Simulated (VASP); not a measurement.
Crystal: Cu5Mo.

```
Cu Mo
1.0
     2.98415    0.00000    0.00000
    -1.49207    2.58435    0.00000
     0.00000    0.00000   14.15431
Cu Mo
5 1
Cartesian
  1.4921 0.8614 12.0789
  0.0000 0.0000 9.5691
  1.4921 0.8614 7.0772
  0.0000 0.0000 4.5852
  1.4921 0.8614 2.0754
  0.0000 0.0000 0.0000
```

- Program: VASP 6.6.1
- Task: relaxation of cell and atoms
- Functional: PBE
- Potentials or basis: VASP PAW PBE potentials, release 64 (Cu, Mo_sv)
- Cutoff: 600 eV
- k mesh: 6 × 6 × 2
- Occupations: gaussian, width 0.2 eV
- Spin: no spin polarisation

At the start: pressure -18.5 GPa; volume 18.19 Å³/atom.

Q: How do energy, volume and symmetry change on relaxing?

A: Over 13 steps the energy falls by 524.5 meV/atom and the volume is 12.89 Å³/atom (-29.2 %); space group P-6m2 (No. 187, to 0.05 Å).

The path:
```tsv
step	energy change (eV)	largest force (eV/Å)	pressure (GPa)	volume (Å³)
1	0.0000	0.5429	-18.46	109.16
2	-2.0739	3.2280	6.43	79.24
3	-2.1128	2.8577	1.32	81.96
4	-2.7015	1.4856	3.26	78.00
5	-2.7816	0.8086	5.99	75.95
6	-2.9364	0.4862	-4.61	80.83
7	-2.9412	0.4807	-3.08	80.04
8	-3.0432	0.5679	-1.73	78.64
9	-3.0738	0.6101	0.33	77.47
10	-3.1240	0.3128	0.18	77.14
11	-3.1415	0.0641	0.55	76.82
12	-3.1459	0.0173	-0.87	77.54
13	-3.1468	0.0104	-0.44	77.33
```

Final structure:
```xyz
6
Lattice="2.6495 0.0000 0.0000 -1.3248 2.2946 0.0000 0.0000 0.0000 12.7200" Properties=species:S:1:pos:R:3 pbc="T T T"
Cu    1.3248    0.7649   10.4636
Cu    0.0000    0.0000    8.4037
Cu    1.3248    0.7649    6.3600
Cu    0.0000    0.0000    4.3163
Cu    1.3248    0.7649    2.2563
Mo    0.0000    0.0000    0.0000
```

Caveat: the k points lie up to 0.46 Å⁻¹ apart in the final cell; the volume moved by over 15 % at a fixed basis, so the end points are rough; the relaxation stopped at a loose force limit of 0.08 eV/Å, so its end isn't a converged minimum.
